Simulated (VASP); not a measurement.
Crystal: MoS2.

```
Mo S
1.0
     3.14799   -1.92978    0.00000
     3.14799    1.92978    0.00000
    -0.00310    0.00000    4.43933
Mo S
1 2
Direct
  0.00000 0.00000 0.00000
  0.68790 0.68790 0.28890
  0.31210 0.31210 0.71110
```

| Quantity | Value |
| --- | --- |
| Program | VASP 6.6.1 |
| Task | relaxation of cell and atoms |
| Functional | PBE |
| Potentials or basis | VASP PAW PBE potentials, release 64 (Mo_sv, S) |
| Cutoff | 600 eV |
| k mesh | 6 × 6 × 5 |
| Occupations | fermi-dirac, width 0.05 eV |
| Spin | no spin polarisation |

At the start: pressure -3.5 GPa; volume 17.98 Å³/atom.

**Question.** Where does the relaxation end?

**Answer.** Over 35 steps the energy falls by 638.9 meV/atom and the volume is 19.49 Å³/atom (+8.4 %); space group C2/m (No. 12, to 0.1 Å) before, P-3m1 (No. 164, to 0.1 Å).

The path:
```
step  energy change (eV)  largest force (eV/Å)  pressure (GPa)  volume (Å³)
   1              0.0000                1.1789           -3.46        53.94
   2             -1.0676                0.2148            2.68        50.48
   3             -1.1771                1.0676            9.58        48.85
   4             -1.6608                0.6191            0.81        50.97
   5             -1.7004                1.0535           -2.32        51.77
   6             -1.7010                0.9806           -1.91        51.66
   7             -1.8036                0.4677            1.27        50.97
   8             -1.8053                0.4122            1.87        50.87
   9             -1.8298                0.3921            0.94        51.65
  10             -1.8541                0.3628           -0.80        53.41
  11             -1.8710                0.0304            1.24        53.48
  12             -1.8716                0.0966            1.72        53.49
  13             -1.8835                0.0807            1.19        54.09
  14             -1.8999                0.1686           -0.06        55.84
  15             -1.9003                0.1904           -0.25        56.13
  16             -1.9075                0.0584           -0.08        56.40
  17             -1.9080                0.0699            0.00        56.50
  18             -1.9120                0.0578            0.22        56.64
  19             -1.9131                0.0469            0.43        56.76
  20             -1.9136                0.0952           -0.23        57.13
  21             -1.9137                0.0824           -0.11        57.07
  22             -1.9144                0.0536           -0.04        57.21
  23             -1.9148                0.0297            0.06        57.41
  24             -1.9152                0.0210            0.01        57.58
  25             -1.9152                0.0255            0.00        57.60
  26             -1.9155                0.0301           -0.01        57.70
  27             -1.9162                0.0439           -0.05        58.01
  28             -1.9157                0.0685           -0.09        58.62
  29             -1.9163                0.0494           -0.05        58.19
  30             -1.9165                0.0177            0.22        58.26
  31             -1.9165                0.0051            0.13        58.24
  32             -1.9167                0.0157           -0.01        58.41
  33             -1.9167                0.0187           -0.05        58.45
  34             -1.9167                0.0133            0.08        58.46
  35             -1.9167                0.0028            0.02        58.46
```

Final structure:
```
CELL_PARAMETERS angstrom
2.77304 -1.60300 -0.06150
2.77304 1.60300 -0.06150
0.07426 0.00000 6.57372
ATOMIC_POSITIONS crystal
Mo 0.00000 0.00000 0.00000
S 0.66965 0.66965 0.23924
S 0.33035 0.33035 0.76076
```

Caveat: a cell axis changed by over 15 % at a fixed basis, so the end point is rough; this functional lacks dispersion, which binds the layers, so the pressure and a relaxed spacing across them are unreliable.
